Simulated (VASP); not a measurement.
# InP (Fm-3m) in VASP: further runs, part 2 of 3

VASP 6.6.1. The steps go on from the part before.

## (4) Single point, r2SCAN (17.42 Å³/atom)

This run uses another cell than the first one, of 17.42 Å³/atom.

POSCAR reads:

```
InP
1.0
    0.0000000000      2.5924859426      2.5924859426
    2.5924859426      0.0000000000      2.5924859426
    2.5924859426      2.5924859426      0.0000000000
In P
1 1
Direct
    0.0000000000      0.0000000000      0.0000000000
    0.5000000000      0.5000000000      0.5000000000
```

INCAR.step1 reads:

```
SYSTEM = InP
PREC     = Accurate       ! precision mode
ENCUT    = 520            ! plane-wave cutoff, eV
ISMEAR   = 0              ! smearing method
SIGMA    = 0.05           ! smearing width, eV
LREAL    = .FALSE.        ! projectors in reciprocal space
LASPH    = .TRUE.         ! aspherical terms in the spheres
NELM     = 80             ! most SCF steps
NBANDS   = 16             ! bands
GGA      = PE             ! functional
ALGO     = Normal         ! electronic algorithm
EDIFF    = 1E-4           ! SCF threshold, eV
LWAVE    = .TRUE.         ! write WAVECAR
LCHARG   = .FALSE.        ! write CHGCAR
```

INCAR.step2 reads:

```
SYSTEM = InP
PREC     = Accurate       ! precision mode
ENCUT    = 520            ! plane-wave cutoff, eV
EDIFF    = 1E-6           ! SCF threshold, eV
ISMEAR   = 0              ! smearing method
SIGMA    = 0.05           ! smearing width, eV
LREAL    = .FALSE.        ! projectors in reciprocal space
LASPH    = .TRUE.         ! aspherical terms in the spheres
NELM     = 80             ! most SCF steps
ALGO     = Normal         ! electronic algorithm
ISIF     = 2              ! what is computed and relaxed
LWAVE    = .FALSE.        ! write WAVECAR
LCHARG   = .FALSE.        ! write CHGCAR
METAGGA  = R2SCAN         ! meta-GGA
LMIXTAU  = .TRUE.       
NBANDS   = 16             ! bands
ISTART   = 1
```

KPOINTS reads:

```
regular mesh
0
G
  14 14 14
  0 0 0
```

Potentials or basis: VASP PAW PBE potentials, release 64 (In_d, P).

The run is started by

```bash
$ cat potpaw_PBE.64/In_d/POTCAR potpaw_PBE.64/P/POTCAR > POTCAR
$ cp INCAR.step1 INCAR
$ mpirun -np 1 vasp_std > vasp.out
$ cp INCAR.step2 INCAR
$ mpirun -np 1 vasp_std > vasp.out
```

OUTCAR:

```text
SYSTEM = InP
   PREC = Accurate
   ENCUT = 520
   EDIFF = 1E-6
   ISMEAR = 0
   LREAL = .FALSE.
   LASPH = .TRUE.
   NELM = 80
   ISIF = 2
   METAGGA = R2SCAN
   ISTART = 1

 ion  position               nearest neighbor table
   1  0.000  0.000  0.000-   2 2.59   2 2.59   2 2.59   2 2.59   2 2.59   2 2.59
   2  0.500  0.500  0.500-   1 2.59   1 2.59   1 2.59   1 2.59   1 2.59   1 2.59

  LATTYP: Found a face centered cubic cell.
 ALAT       =     5.1849718852

  Lattice vectors:

 A1 = (   0.0000000000,   2.5924859426,   2.5924859426)
 A2 = (   2.5924859426,   0.0000000000,   2.5924859426)
 A3 = (   2.5924859426,   2.5924859426,   0.0000000000)

Analysis of symmetry for initial positions (statically):
=====================================================================
 Subroutine PRICEL returns:
 Original cell was already a primitive cell.

 Routine SETGRP: Setting up the symmetry group for a
 face centered cubic supercell.

 Subroutine GETGRP returns: Found 48 space group operations
 (whereof 48 operations were pure point group operations)
 out of a pool of 48 trial point group operations.

The static configuration has the point symmetry O_h .

Analysis of symmetry for dynamics (positions and initial velocities):
=====================================================================
 Subroutine PRICEL returns:
 Original cell was already a primitive cell.

 Routine SETGRP: Setting up the symmetry group for a
 face centered cubic supercell.

 Subroutine GETGRP returns: Found 48 space group operations
 (whereof 48 operations were pure point group operations)
 out of a pool of 48 trial point group operations.

The dynamic configuration has the point symmetry O_h .

 Subroutine INISYM returns: Found 48 space group operations
 (whereof 48 operations are pure point group operations),
 and found     1 'primitive' translations

----------------------------------------------------------------------------------------

                                     Primitive cell

  volume of cell :      34.8481

  direct lattice vectors                    reciprocal lattice vectors
     0.000000000  2.592485943  2.592485943    -0.192865077  0.192865077  0.192865077
     2.592485943  0.000000000  2.592485943     0.192865077 -0.192865077  0.192865077
     2.592485943  2.592485943  0.000000000     0.192865077  0.192865077 -0.192865077

  length of vectors
     3.666328780  3.666328780  3.666328780     0.334052112  0.334052112  0.334052112

  position of ions in fractional coordinates (direct lattice)
     0.000000000  0.000000000  0.000000000
     0.500000000  0.500000000  0.500000000

  ion indices of the primitive-cell ions
   primitive index   ion index
                 1           1
                 2           2

----------------------------------------------------------------------------------------

 KPOINTS: regular mesh

Automatic generation of k-mesh.
 Grid dimensions read from file:
 generate k-points for:   14   14   14

 Generating k-lattice:

  Cartesian coordinates                     Fractional coordinates (reciprocal lattice)
    -0.013776077  0.013776077  0.013776077     0.071428571  0.000000000  0.000000000
     0.013776077 -0.013776077  0.013776077     0.000000000  0.071428571  0.000000000
     0.013776077  0.013776077 -0.013776077     0.000000000  0.000000000  0.071428571

  Length of vectors
     0.023860865  0.023860865  0.023860865

  Shift w.r.t. Gamma in fractional coordinates (k-lattice)
     0.000000000  0.000000000  0.000000000

 Subroutine IBZKPT returns following result:
 ===========================================

 Found    104 irreducible k-points:

 Following reciprocal coordinates:
            Coordinates               Weight
  0.000000  0.000000  0.000000      1.000000
  0.071429  0.000000  0.000000      8.000000
  0.142857  0.000000  0.000000      8.000000
  0.214286  0.000000  0.000000      8.000000
  0.285714  0.000000  0.000000      8.000000
  0.357143  0.000000  0.000000      8.000000
[... 16 lines left out ...]
  0.214286  0.142857  0.000000     24.000000
  0.285714  0.142857  0.000000     24.000000
 [... further k-points ...]
   k-points           NKPTS =    104   k-points in BZ     NKDIM =    104   number of bands    NBANDS=     16
   number of dos      NEDOS =    301   number of ions     NIONS =      2
   total plane-waves  NPLWV =  21952
   dimension x,y,z NGX =    28 NGY =   28 NGZ =   28
   dimension x,y,z NGXF=    56 NGYF=   56 NGZF=   56
   ions per type =               1   1
   NGX,Y,Z   is equivalent  to a cutoff of  12.70, 12.70, 12.70 a.u.
   NGXF,Y,Z  is equivalent  to a cutoff of  25.39, 25.39, 25.39 a.u.
 SYSTEM =  InP
   PREC   = accura    normal or accurate (medium, high low for compatibility)
   ISTART =      1    job   : 0-new  1-cont  2-samecut
   ICHARG =      0    charge: 1-file 2-atom 10-const
   ISPIN  =      1    spin polarized calculation?
   LNONCOLLINEAR =      F non collinear calculations
   LSORBIT =      F    spin-orbit coupling
   LASPH  =      T    aspherical Exc in radial PAW
   ENCUT  =  520.0 eV  38.22 Ry    6.18 a.u.   6.82  6.82  6.82*2*pi/ulx,y,z
   NELM   =     80;   NELMIN=  2; NELMDL=  0     # of ELM steps
   EDIFF  = 0.1E-05   stopping-criterion for ELM
   LREAL  =      F    real-space projection
   EDIFFG = 0.1E-04   stopping-criterion for IOM
   NSW    =      0    number of steps for IOM
   IBRION =     -1    ionic relax: 0-MD 1-quasi-New 2-CG
   NFREE  =      0    steps in history (QN), initial steepest desc. (CG)
   ISIF   =      2    stress and relaxation
   ISYM   =      2    0-nonsym 1-usesym 2-fastsym
   POTIM  = 0.5000    time-step for ionic-motion
   TEBEG  =    0.0;   TEEND  =   0.0 temperature during run
   PSTRESS=    0.0 pullay stress
   NELECT =      18.0000    total number of electrons
   NUPDOWN=      -1.0000    fix difference up-down
   EMIN   =  10.00;   EMAX   =-10.00  energy-range for DOS
   EFERMI =   0.00;   METHOD = LEGACY
   ISMEAR =     0;   SIGMA  =   0.05  broadening in eV -4-tet -1-fermi 0-gaus
   EFERMI_NEDOS =   21; number of points for ismear=-14 and -15
   IALGO  =     38    algorithm
   IMIX   =      4    mixing-type and parameters
     AMIX     =   0.40;   BMIX     =  1.00
     AMIX_MAG =   1.60;   BMIX_MAG =  1.00
  volume/ion in A,a.u.               =      17.42       117.58
  Fermi-wavevector in a.u.,A,eV,Ry     =   1.313528  2.482208 23.474882  1.725355
  Thomas-Fermi vector in A             =   2.443844
   LORBIT       =      0    0 simple, 1 ext, 2 COOP (PROOUT), +10 PAW based schemes
   METAGGA = R2SCAN    functional components
   LHFCALC =     F    Hartree Fock is set to
   AEXX    =    0.0000 exact exchange contribution
   IVDW    =     0    specifies the selected vdW correction
   LEPSILON=     F    determine dielectric tensor
   LRPA    =     F    only Hartree local field effects (RPA)
 non-spin polarized calculation
 Gauss-broadening in eV      SIGMA  =   0.05
  energy-cutoff  :      520.00
  volume of cell :       34.85
 maximum number of plane-waves:       960
   NGX = 13   NGY = 13   NGZ = 13

 number of electron      18.0000008 magnetization

 Free energy of the ion-electron system (eV)
  ---------------------------------------------------
  ext. energy  EPLUGINS =         0.00000000
  ---------------------------------------------------
  free energy    TOTEN  =       -31.33865547 eV

  energy without entropy =      -31.33780013  energy(sigma->0) =      -31.33822780

 E-fermi :   9.6337     XC(G=0): -12.0369

 val. band max:        9.6100794107   @ k =  -0.1429   0.2143   0.0714
 cond. band min:       9.6443560152   @ k =  -0.4286   0.4286   0.0714
 fundamental gap:      0.0342766045
 Fermi energy:         9.6336920482

 k-point     1 :       0.0000    0.0000    0.0000
  band No.  band energies     occupation
      1      -5.5078      2.00000
      2      -5.5078      2.00000
      3      -5.4469      2.00000
      4      -5.4469      2.00000
      5      -5.4469      2.00000
      6      -4.6149      2.00000
[... 8 lines left out ...]
     15      20.0582      0.00000
     16      20.0582      0.00000
[... 419 lines left out ...]
 k-point    24 :       0.2857    0.1429    0.0000
  band No.  band energies     occupation
      1      -5.7019      2.00000
      2      -5.5138      2.00000
      3      -5.4763      2.00000
      4      -5.3776      2.00000
      5      -5.3474      2.00000
      6      -3.3441      2.00000
[... 8 lines left out ...]
     15      20.8065      0.00000
     16      21.4673      0.00000

 [... further k-points ...]
[... 5 lines left out ...]
  --------------------------------------------------------------------------------------
  -------------------------------------------------------------------------------------
  Total        4.8213273      4.8213273      4.8213273     -0.0000000     -0.0000000     -0.0000000
  in kB      221.6654304    221.6654304    221.6654304     -0.0000000     -0.0000000     -0.0000000
  external PRESSURE =     221.6654304 kB  Pullay stress =       0.0000000 kB

 VOLUME and BASIS-vectors are now :
 -----------------------------------------------------------------------------
  energy-cutoff  :      520.00
  volume of cell :       34.85
      direct lattice vectors                 reciprocal lattice vectors
     0.000000000  2.592485943  2.592485943    -0.192865077  0.192865077  0.192865077
     2.592485943  0.000000000  2.592485943     0.192865077 -0.192865077  0.192865077
     2.592485943  2.592485943  0.000000000     0.192865077  0.192865077 -0.192865077

 POSITION                                       TOTAL-FORCE (eV/Angst)
 -----------------------------------------------------------------------------------
      0.00000      0.00000      0.00000         0.000000      0.000000     -0.000000
      2.59249      2.59249      2.59249        -0.000000     -0.000000      0.000000
 -----------------------------------------------------------------------------------
    total drift:                               -0.000000      0.000000      0.000000

  FREE ENERGIE OF THE ION-ELECTRON SYSTEM (eV)
  ---------------------------------------------------
  free  energy   TOTEN  =       -31.3386554736 eV

  energy  without entropy=      -31.3378001330  energy(sigma->0) =      -31.33822780
```

Wall time 2.3 min (1 thread of Intel Xeon 6975P-C (Granite Rapids), shared host); peak memory 0.2 GiB.

What came out:

- Free energy: -31.3387 eV
- Pressure: 22.2 GPa
- Band gap on the k mesh: zero (bands 9 and 10 overlap by 2.46 eV)

Levels at points of the mesh, in eV from the Fermi level:
```csv
k point,band 7,band 8,band 9,band 10,band 11,band 12
"(0.00, 0.00, 0.00)",-0.53,-0.53,-0.53,2.94,7.52,7.52
"(0.50, 0.00, 0.00)",-8.02,0.18,0.18,3.02,3.59,3.59
"(0.50, 0.50, 0.00)",-6.52,-3.21,-3.21,-2.11,3.75,12.50
```

Caveat: the cell stands under pressure; the PAW data sets were made with another functional, which shifts forces and pressure a little; spin-orbit coupling is left out, which moves the levels of the heavy elements.

## (5) Single point, r2SCAN (18.25 Å³/atom)

This run uses another cell than the first one, of 18.25 Å³/atom.

POSCAR reads:

```
InP
1.0
    0.0000000000      2.6330000793      2.6330000793
    2.6330000793      0.0000000000      2.6330000793
    2.6330000793      2.6330000793      0.0000000000
In P
1 1
Direct
    0.0000000000      0.0000000000      0.0000000000
    0.5000000000      0.5000000000      0.5000000000
```

INCAR.step1 reads:

```
ALGO = Normal
EDIFF = 1E-4
ENCUT = 520
GGA = PE
ISMEAR = 0
LASPH = True
LCHARG = False
LREAL = False
LWAVE = True
NBANDS = 16
NELM = 60
PREC = Accurate
SIGMA = 0.05
```

INCAR.step2 reads:

```
ALGO = Normal
EDIFF = 1E-7
ENCUT = 520
ISIF = 2
ISMEAR = 0
ISTART = 1
LASPH = True
LCHARG = False
LMIXTAU = True
LREAL = False
LWAVE = False
METAGGA = R2SCAN
NBANDS = 16
NELM = 60
PREC = Accurate
SIGMA = 0.05
```

KPOINTS reads:

```
k-points
0
Gamma
  14 14 14
```

Potentials or basis: VASP PAW PBE potentials, release 64 (In_d, P).

The run is started by

```bash
$ cat potpaw_PBE.64/In_d/POTCAR potpaw_PBE.64/P/POTCAR > POTCAR
$ cp INCAR.step1 INCAR
$ mpirun -np 1 vasp_std > vasp.out
$ cp INCAR.step2 INCAR
$ mpirun -np 1 vasp_std > vasp.out
```

OUTCAR:

```text
EDIFF = 1E-7
   ENCUT = 520
   ISIF = 2
   ISMEAR = 0
   ISTART = 1
   LASPH = True
   LREAL = False
   METAGGA = R2SCAN
   NELM = 60
   PREC = Accurate

 ion  position               nearest neighbor table
   1  0.000  0.000  0.000-   2 2.63   2 2.63   2 2.63   2 2.63   2 2.63   2 2.63
   2  0.500  0.500  0.500-   1 2.63   1 2.63   1 2.63   1 2.63   1 2.63   1 2.63

  LATTYP: Found a face centered cubic cell.
 ALAT       =     5.2660001586

  Lattice vectors:

 A1 = (   0.0000000000,   2.6330000793,   2.6330000793)
 A2 = (   2.6330000793,   0.0000000000,   2.6330000793)
 A3 = (   2.6330000793,   2.6330000793,   0.0000000000)

Analysis of symmetry for initial positions (statically):
=====================================================================
 Subroutine PRICEL returns:
 Original cell was already a primitive cell.

 Routine SETGRP: Setting up the symmetry group for a
 face centered cubic supercell.

 Subroutine GETGRP returns: Found 48 space group operations
 (whereof 48 operations were pure point group operations)
 out of a pool of 48 trial point group operations.
[... 156 lines left out ...]
  ---------------------------------------------------
  ext. energy  EPLUGINS =         0.00000000
  ---------------------------------------------------
  free energy    TOTEN  =       -31.52858595 eV

  energy without entropy =      -31.52739537  energy(sigma->0) =      -31.52799066

 E-fermi :   8.9231     XC(G=0): -11.7873

 val. band max:        8.9226448140   @ k =  -0.1429   0.2143   0.0714
 cond. band min:       9.0029262483   @ k =   0.4286   0.2857   0.0000
 fundamental gap:      0.0802814343
 Fermi energy:         8.9231098025

 k-point     1 :       0.0000    0.0000    0.0000
  band No.  band energies     occupation
      1      -6.0872      2.00000
      2      -6.0872      2.00000
      3      -6.0321      2.00000
      4      -6.0321      2.00000
      5      -6.0321      2.00000
      6      -4.8600      2.00000
[... 433 lines left out ...]
      3      -6.0561      2.00000
      4      -5.9709      2.00000
      5      -5.9467      2.00000
      6      -3.6657      2.00000
[... 8 lines left out ...]
     15      19.9901      0.00000
     16      20.5502      0.00000

 [... further k-points ...]
[... 5 lines left out ...]
  --------------------------------------------------------------------------------------
  -------------------------------------------------------------------------------------
  Total        3.3335954      3.3335954      3.3335954      0.0000000     -0.0000000      0.0000000
  in kB      146.2988305    146.2988305    146.2988305      0.0000000     -0.0000000      0.0000000
  external PRESSURE =     146.2988305 kB  Pullay stress =       0.0000000 kB

 VOLUME and BASIS-vectors are now :
 -----------------------------------------------------------------------------
  energy-cutoff  :      520.00
  volume of cell :       36.51
      direct lattice vectors                 reciprocal lattice vectors
     0.000000000  2.633000079  2.633000079    -0.189897450  0.189897450  0.189897450
     2.633000079  0.000000000  2.633000079     0.189897450 -0.189897450  0.189897450
     2.633000079  2.633000079  0.000000000     0.189897450  0.189897450 -0.189897450

 POSITION                                       TOTAL-FORCE (eV/Angst)
 -----------------------------------------------------------------------------------
      0.00000      0.00000      0.00000         0.000000      0.000000      0.000000
      2.63300      2.63300      2.63300         0.000000      0.000000     -0.000000
 -----------------------------------------------------------------------------------
    total drift:                               -0.000000      0.000000      0.000000

  FREE ENERGIE OF THE ION-ELECTRON SYSTEM (eV)
  ---------------------------------------------------
  free  energy   TOTEN  =       -31.5285859498 eV

  energy  without entropy=      -31.5273953708  energy(sigma->0) =      -31.52799066
```

Wall time 2.3 min (1 thread of Intel Xeon 6975P-C (Granite Rapids), shared host); peak memory 0.2 GiB.

Results:

```
Free energy            : -31.5286 eV
Pressure               : 14.6 GPa
Band gap on the k mesh : zero (bands 9 and 10 overlap by 2.50 eV)
```

Caveat: the cell stands under pressure; the PAW data sets were made with another functional, which shifts forces and pressure a little; spin-orbit coupling is left out, which moves the levels of the heavy elements.

[end of part 2 of 3]

The gap in the log of VASP goes by the Fermi energy; the results here count the filled bands.